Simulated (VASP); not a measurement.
# Li5NbO5 (C2/c) in VASP: single point with r2SCAN

Aim: the single point of Li5NbO5 with r2SCAN.

Program: VASP 6.6.1. These are calculated values, not measurements. Logs are shortened: lines on timing, memory, paths and dates and some standing lists are left out, and cuts for length are marked.

## (1) The cell of the first run

It takes space group C2/c (No. 15, monoclinic). The conventional cell has a = 5.659 Å, b = 9.208 Å, c = 8.949 Å, α = 90.00°, β = 104.23°, γ = 90.00°. Li (site symmetry 1) has 4 O at 1.90 to 2.07 Å and 4 Li at 2.42 to 2.66 Å and 1 Nb at 2.81 Å within 2.9 Å. Within 3.2 Å of Li (site symmetry 1) lie 5 O at 1.95 to 2.33 Å and 8 Li at 2.54 to 3.15 Å and 1 Nb at 2.97 Å. Within 2.6 Å of Li (site symmetry 2) lie 5 O at 1.99 to 2.06 Å and 4 Li at 2.46 to 2.60 Å. Nb (site symmetry 2) has 5 O at 1.86 to 2.01 Å within 2.5 Å. O (site symmetry 1) has 1 Nb at 1.90 Å and 4 Li at 1.90 to 2.08 Å within 2.5 Å. O (site symmetry 1) has 5 Li at 1.98 to 2.12 Å and 1 Nb at 2.01 Å and 3 O at 2.69 to 2.89 Å within 2.9 Å. Within 2.5 Å of O (site symmetry 2) lie 1 Nb at 1.86 Å and 5 Li at 1.99 to 2.33 Å.

## (2) Single point, r2SCAN

The input, POSCAR:

```
Li5NbO5
1.0
    2.8296507902     -4.6038351018      0.0073793672
    2.8296507902      4.6038351018      0.0073793672
   -2.2222757361      0.0000000000      8.6685400311
Li Nb O
10 2 10
Direct
    0.0505122352      0.7010845605      0.4402087164
    0.7718687771      0.5446908459      0.0422212549
    0.3306651083      0.6693348917      0.2500000000
    0.7010845605      0.0505122352      0.9402087164
    0.5446908459      0.7718687771      0.5422212549
    0.4553091541      0.2281312229      0.4577787451
    0.2989154395      0.9494877648      0.0597912836
    0.6693348917      0.3306651083      0.7500000000
    0.2281312229      0.4553091541      0.9577787451
    0.9494877648      0.2989154395      0.5597912836
    0.9127444790      0.0872555210      0.2500000000
    0.0872555210      0.9127444790      0.7500000000
    0.9889199997      0.3279577761      0.1064749096
    0.2013545400      0.4258886610      0.4122386748
    0.3279577761      0.9889199997      0.6064749096
    0.4258886610      0.2013545400      0.9122386748
    0.1147798732      0.8852201268      0.2500000000
    0.8852201268      0.1147798732      0.7500000000
    0.5741113390      0.7986454600      0.0877613252
    0.6720422239      0.0110800003      0.3935250904
    0.7986454600      0.5741113390      0.5877613252
    0.0110800003      0.6720422239      0.8935250904
```

The input, INCAR.step1:

```
PREC = Accurate
ENCUT = 520
ISMEAR = 0
SIGMA = 0.02
LREAL = Auto
LASPH = T
NELM = 100
NBANDS = 75
GGA = PE
ALGO = Normal
EDIFF = 1E-4
LWAVE = T
LCHARG = F
```

The input, INCAR.step2:

```
PREC = Accurate
ENCUT = 520
EDIFF = 1E-6
ISMEAR = 0
SIGMA = 0.02
LREAL = Auto
LASPH = T
NELM = 100
ALGO = Normal
ISIF = 2
LWAVE = F
LCHARG = F
METAGGA = R2SCAN
LMIXTAU = T
NBANDS = 75
ISTART = 1
```

The input, KPOINTS:

```
regular mesh
0
Gamma
  6 6 4
```

Potentials or basis: VASP PAW PBE potentials, release 64 (Li_sv, Nb_sv, O).

On the command line:

```console
cat potpaw_PBE.64/Li_sv/POTCAR potpaw_PBE.64/Nb_sv/POTCAR potpaw_PBE.64/O/POTCAR > POTCAR
cp INCAR.step1 INCAR
mpirun -np 1 vasp_std > vasp.out
cp INCAR.step2 INCAR
mpirun -np 1 vasp_std > vasp.out
```

OUTCAR:

```text
PREC = Accurate
   ENCUT = 520
   EDIFF = 1E-6
   ISMEAR = 0
   LREAL = Auto
   LASPH = T
   NELM = 100
   ISIF = 2
   METAGGA = R2SCAN
   ISTART = 1

 ion  position               nearest neighbor table
   1  0.051  0.701  0.440-  15 1.90  21 1.98  14 2.00  17 2.07  10 2.42   3 2.46   5 2.54  12 2.81

   2  0.772  0.545  0.042-  22 1.95  16 2.01  13 2.08  19 2.12   4 2.54   8 2.60
   3  0.331  0.669  0.250-  17 1.99  13 2.04  20 2.04  19 2.06  14 2.06   7 2.46   1 2.46   9 2.60
                             5 2.60
   4  0.701  0.051  0.940-  13 1.90  19 1.98  16 2.00  18 2.07   7 2.42   8 2.46   2 2.54  11 2.81
[... 5 lines left out ...]
   8  0.669  0.331  0.750-  18 1.99  15 2.04  22 2.04  21 2.06  16 2.06  10 2.46   4 2.46   2 2.60
                             6 2.60
   9  0.228  0.455  0.958-  13 1.95  19 2.01  22 2.08  16 2.12   7 2.54   3 2.60
  10  0.949  0.299  0.560-  20 1.90  14 1.98  21 2.00  18 2.07   1 2.42   8 2.46   6 2.54  11 2.81

  11  0.913  0.087  0.250-  17 1.86  13 1.90  20 1.90  19 2.01  14 2.01  10 2.81   4 2.81
  12  0.087  0.913  0.750-  18 1.86  15 1.90  22 1.90  21 2.01  16 2.01   7 2.81   1 2.81
  13  0.989  0.328  0.106-  11 1.90   4 1.90   9 1.95   3 2.04   2 2.08
  14  0.201  0.426  0.412-  10 1.98   1 2.00   5 2.01  11 2.01   3 2.06   6 2.12
  15  0.328  0.989  0.606-  12 1.90   1 1.90   6 1.95   8 2.04   5 2.08
  16  0.426  0.201  0.912-   7 1.98   4 2.00   2 2.01  12 2.01   8 2.06   9 2.12
  17  0.115  0.885  0.250-  11 1.86   3 1.99   7 2.07   1 2.07
  18  0.885  0.115  0.750-  12 1.86   8 1.99  10 2.07   4 2.07
  19  0.574  0.799  0.088-   4 1.98   7 2.00   9 2.01  11 2.01   3 2.06   2 2.12
  20  0.672  0.011  0.394-  11 1.90  10 1.90   5 1.95   3 2.04   6 2.08
  21  0.799  0.574  0.588-   1 1.98  10 2.00   6 2.01  12 2.01   8 2.06   5 2.12
  22  0.011  0.672  0.894-  12 1.90   7 1.90   2 1.95   8 2.04   9 2.08

  LATTYP: Found a base centered monoclinic cell.
 ALAT       =     5.6593208248
 B/A-ratio  =     1.6269920877
 C/A-ratio  =     1.5812604198
 COS(beta)  =    -0.2458035780

  Lattice vectors:

 A1 = (   2.8296507902,  -4.6038351018,   0.0073793672)
 A2 = (   2.8296507902,   4.6038351018,   0.0073793672)
 A3 = (  -2.2222757361,   0.0000000000,   8.6685400311)

Analysis of symmetry for initial positions (statically):
=====================================================================
 Subroutine PRICEL returns:
 Original cell was already a primitive cell.

 Routine SETGRP: Setting up the symmetry group for a
 base centered monoclinic supercell.

 Subroutine GETGRP returns: Found  4 space group operations
 (whereof  2 operations were pure point group operations)
 out of a pool of  4 trial point group operations.

The static configuration has the point symmetry S_2 .
 The point group associated with its full space group is C_2h.

Analysis of symmetry for dynamics (positions and initial velocities):
=====================================================================
 Subroutine PRICEL returns:
 Original cell was already a primitive cell.

 Routine SETGRP: Setting up the symmetry group for a
 base centered monoclinic supercell.

 Subroutine GETGRP returns: Found  4 space group operations
 (whereof  2 operations were pure point group operations)
 out of a pool of  4 trial point group operations.

The dynamic configuration has the point symmetry S_2 .
 The point group associated with its full space group is C_2h.

 Subroutine INISYM returns: Found  4 space group operations
 (whereof  2 operations are pure point group operations),
 and found     1 'primitive' translations

----------------------------------------------------------------------------------------

                                     Primitive cell

  volume of cell :     226.0054

  direct lattice vectors                    reciprocal lattice vectors
     2.829650790 -4.603835102  0.007379367     0.176582194 -0.108605106  0.045268791
     2.829650790  4.603835102  0.007379367     0.176582194  0.108605106  0.045268791
    -2.222275736  0.000000000  8.668540031    -0.000300642  0.000000000  0.115282607

  length of vectors
     5.403912998  5.403912998  8.948860023     0.212192374  0.212192374  0.115282999

  position of ions in fractional coordinates (direct lattice)
     0.050512235  0.701084560  0.440208716
     0.771868777  0.544690846  0.042221255
     0.330665108  0.669334892  0.250000000
     0.701084560  0.050512235  0.940208716
     0.544690846  0.771868777  0.542221255
     0.455309154  0.228131223  0.457778745
[... 14 lines left out ...]
     0.798645460  0.574111339  0.587761325
     0.011080000  0.672042224  0.893525090

  ion indices of the primitive-cell ions
   primitive index   ion index
                 1           1
                 2           2
                 3           3
                 4           4
                 5           5
                 6           6
[... 14 lines left out ...]
                21          21
                22          22

----------------------------------------------------------------------------------------

 KPOINTS: regular mesh

Automatic generation of k-mesh.
 Grid dimensions read from file:
 generate k-points for:    6    6    4

 Generating k-lattice:

  Cartesian coordinates                     Fractional coordinates (reciprocal lattice)
     0.029430366 -0.018100851  0.007544798     0.166666667  0.000000000  0.000000000
     0.029430366  0.018100851  0.007544798     0.000000000  0.166666667  0.000000000
    -0.000075161  0.000000000  0.028820652     0.000000000  0.000000000  0.250000000

  Length of vectors
     0.035365396  0.035365396  0.028820750

  Shift w.r.t. Gamma in fractional coordinates (k-lattice)
     0.000000000  0.000000000  0.000000000

 Subroutine IBZKPT returns following result:
 ===========================================

 Found     47 irreducible k-points:

 Following reciprocal coordinates:
            Coordinates               Weight
  0.000000  0.000000  0.000000      1.000000
  0.166667  0.000000 -0.000000      4.000000
  0.333333 -0.000000 -0.000000      4.000000
  0.500000  0.000000 -0.000000      2.000000
  0.166667  0.166667 -0.000000      2.000000
  0.333333  0.166667  0.000000      4.000000
[... 16 lines left out ...]
 -0.333333  0.166667  0.250000      4.000000
 -0.166667  0.166667  0.250000      4.000000
 [... further k-points ...]
   k-points           NKPTS =     47   k-points in BZ     NKDIM =     47   number of bands    NBANDS=     75
   number of dos      NEDOS =    301   number of ions     NIONS =     22
   total plane-waves  NPLWV = 112000
   dimension x,y,z NGX =    40 NGY =   40 NGZ =   70
   dimension x,y,z NGXF=    80 NGYF=   80 NGZF=  140
   ions per type =              10   2  10
   NGX,Y,Z   is equivalent  to a cutoff of  12.31, 12.31, 13.00 a.u.
   NGXF,Y,Z  is equivalent  to a cutoff of  24.61, 24.61, 26.01 a.u.
 SYSTEM =  unknown system
   PREC   = accura    normal or accurate (medium, high low for compatibility)
   ISTART =      1    job   : 0-new  1-cont  2-samecut
   ICHARG =      0    charge: 1-file 2-atom 10-const
   ISPIN  =      1    spin polarized calculation?
   LNONCOLLINEAR =      F non collinear calculations
   LSORBIT =      F    spin-orbit coupling
   LASPH  =      T    aspherical Exc in radial PAW
   ENCUT  =  520.0 eV  38.22 Ry    6.18 a.u.  10.05 10.05 16.64*2*pi/ulx,y,z
   NELM   =    100;   NELMIN=  2; NELMDL=  0     # of ELM steps
   EDIFF  = 0.1E-05   stopping-criterion for ELM
   LREAL  =      T    real-space projection
   EDIFFG = 0.1E-04   stopping-criterion for IOM
   NSW    =      0    number of steps for IOM
   IBRION =     -1    ionic relax: 0-MD 1-quasi-New 2-CG
   NFREE  =      0    steps in history (QN), initial steepest desc. (CG)
   ISIF   =      2    stress and relaxation
   ISYM   =      2    0-nonsym 1-usesym 2-fastsym
   POTIM  = 0.5000    time-step for ionic-motion
   TEBEG  =    0.0;   TEEND  =   0.0 temperature during run
   PSTRESS=    0.0 pullay stress
   NELECT =     116.0000    total number of electrons
   NUPDOWN=      -1.0000    fix difference up-down
   EMIN   =  10.00;   EMAX   =-10.00  energy-range for DOS
   EFERMI =   0.00;   METHOD = LEGACY
   ISMEAR =     0;   SIGMA  =   0.02  broadening in eV -4-tet -1-fermi 0-gaus
   EFERMI_NEDOS =   21; number of points for ismear=-14 and -15
   IALGO  =     38    algorithm
   IMIX   =      4    mixing-type and parameters
     AMIX     =   0.40;   BMIX     =  1.00
     AMIX_MAG =   1.60;   BMIX_MAG =  1.00
  volume/ion in A,a.u.               =      10.27        69.33
  Fermi-wavevector in a.u.,A,eV,Ry     =   1.310754  2.476966 23.375847  1.718076
  Thomas-Fermi vector in A             =   2.441263
   LORBIT       =      0    0 simple, 1 ext, 2 COOP (PROOUT), +10 PAW based schemes
   METAGGA = R2SCAN    functional components
   LHFCALC =     F    Hartree Fock is set to
   AEXX    =    0.0000 exact exchange contribution
   IVDW    =     0    specifies the selected vdW correction
   LEPSILON=     F    determine dielectric tensor
   LRPA    =     F    only Hartree local field effects (RPA)
 non-spin polarized calculation
 Gauss-broadening in eV      SIGMA  =   0.02
  energy-cutoff  :      520.00
  volume of cell :      226.01
 maximum number of plane-waves:      6128
   NGX = 21   NGY = 21   NGZ = 33

 number of electron     116.0000045 magnetization

 Free energy of the ion-electron system (eV)
  ---------------------------------------------------
  ext. energy  EPLUGINS =         0.00000000
  ---------------------------------------------------
  free energy    TOTEN  =      -187.74629164 eV

  energy without entropy =     -187.74629164  energy(sigma->0) =     -187.74629164

 E-fermi :   1.7575     XC(G=0): -10.2319

 val. band max:        1.6312256679   @ k =   0.5000   0.5000   0.2500
 cond. band min:       6.1265694690   @ k =   0.0000   0.0000   0.0000
 fundamental gap:      4.4953438011
 Fermi energy:         1.7575145096

 k-point     1 :       0.0000    0.0000    0.0000
  band No.  band energies     occupation
      1     -54.0164      2.00000
      2     -54.0163      2.00000
      3     -42.6339      2.00000
      4     -42.6318      2.00000
      5     -42.5945      2.00000
      6     -42.5925      2.00000
[... 1741 lines left out ...]
     69      10.1790      0.00000
     70      10.4514      0.00000

 [... further k-points ...]

 [bands above 70 left out]

------------------------ aborting loop because EDIFF is reached ----------------------------------------

  FORCE on cell =-STRESS in cart. coord.  units (eV):
  Direction    XX          YY          ZZ          XY          YZ          ZX
  --------------------------------------------------------------------------------------
  -------------------------------------------------------------------------------------
  Total       -0.3533316     -0.2252948     -0.0944648      0.0000000      0.0000000     -0.0411308
  in kB       -2.5048071     -1.5971398     -0.6696718      0.0000000      0.0000000     -0.2915808
  external PRESSURE =      -1.5905396 kB  Pullay stress =       0.0000000 kB

 VOLUME and BASIS-vectors are now :
 -----------------------------------------------------------------------------
  energy-cutoff  :      520.00
  volume of cell :      226.01
      direct lattice vectors                 reciprocal lattice vectors
     2.829650790 -4.603835102  0.007379367     0.176582194 -0.108605106  0.045268791
     2.829650790  4.603835102  0.007379367     0.176582194  0.108605106  0.045268791
    -2.222275736  0.000000000  8.668540031    -0.000300642  0.000000000  0.115282607

 POSITION                                       TOTAL-FORCE (eV/Angst)
 -----------------------------------------------------------------------------------
      1.14849      2.99513      3.82151        -0.036022      0.007135     -0.036766
      3.63158     -1.04589      0.37571        -0.040256     -0.025205      0.050119
      2.27408      1.55918      2.17451        -0.000000      0.000214      0.000000
      0.03735     -2.99513      8.15578        -0.036022     -0.007135     -0.036766
      2.52044      1.04589      4.70998        -0.040256      0.025205      0.050119
      0.91659     -1.04589      3.97332         0.040256     -0.025205     -0.050119
[... 14 lines left out ...]
      2.57825     -1.03372      5.10516        -0.006254     -0.001144     -0.009387
     -0.05266      3.04296      7.75060        -0.018060     -0.014018      0.020633
 -----------------------------------------------------------------------------------
    total drift:                               -0.000000      0.000000      0.000000

  FREE ENERGIE OF THE ION-ELECTRON SYSTEM (eV)
  ---------------------------------------------------
  free  energy   TOTEN  =      -187.7462916436 eV

  energy  without entropy=     -187.7462916436  energy(sigma->0) =     -187.74629164
```

Run time: 1.9 h. Hardware: 1 thread of Oxide Virtual Turin-like, shared host; peak memory 0.64 GiB.

Results:

```
Free energy            : -187.7463 eV
Largest force          : 0.069 eV/Å
Band gap on the k mesh : 4.50 eV (least direct gap 4.56 eV)
```

Forces in eV/Å, atoms in the order of the input:
```
Li  -0.036  0.007 -0.037
Li  -0.040 -0.025  0.050
Li   0.000  0.000  0.000
Li  -0.036 -0.007 -0.037
Li  -0.040  0.025  0.050
Li   0.040 -0.025 -0.050
Li   0.036  0.007  0.037
Li   0.000  0.000  0.000
Li   0.040  0.025 -0.050
Li   0.036 -0.007  0.037
Nb   0.000  0.006  0.000
Nb   0.000 -0.006  0.000
O    0.018  0.014 -0.021
O    0.006  0.001  0.009
O    0.018 -0.014 -0.021
O    0.006 -0.001  0.009
O    0.000 -0.046  0.000
O    0.000  0.046  0.000
O   -0.006  0.001 -0.009
O   -0.018  0.014  0.021
O   -0.006 -0.001 -0.009
O   -0.018 -0.014  0.021
```

Caveat: the cutoff is under 1.25 times the usual one of these potentials, so pressure, stress and relaxed cells hold a basis-set (Pulay) error; the PAW data sets were made with another functional, which shifts forces and pressure a little. A k mesh can miss the band edges.
